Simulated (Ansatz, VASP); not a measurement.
## Two plane-wave programs on AlAs

```
Al As
1.0
     0.00000    2.86386    2.86386
     2.86386    0.00000    2.86386
     2.86386    2.86386    0.00000
Al As
1 1
Direct
  0.00000 0.00000 0.00000
  0.25000 0.25000 0.25000
```

Alike in both runs: functional PBE; k mesh 8 × 8 × 8; occupations gaussian, width 0.02 eV; no spin polarisation.

Ansatz relaxed the structure, and its values are those at the end. VASP's run is a single point on that final structure, the one shown.

```csv
,VASP,Ansatz
version,VASP 6.6.1,Ansatz 0.2.0
potentials or method,"VASP PAW PBE potentials, release 64 (Al, As), cutoff 500 eV","scalar-relativistic, plane waves, PAW"
valence electrons in the cell,8,18
```

|  | VASP | Ansatz | Ansatz less VASP |
| --- | --- | --- | --- |
| gap on the k mesh at the Fermi level (eV) | 1.49 | 1.50 | +0.009 |
| least direct gap on the mesh (eV) | 1.78 | 1.78 | -0.003 |
| pressure (GPa) | 0.2 | 0.0 | -0.17 |

The functional is the same, so the differences come from potentials, cutoffs and numerics. VASP's potentials hold 8 valence electrons a cell and Ansatz's 18, so a difference there can come from the potentials and not from the codes.
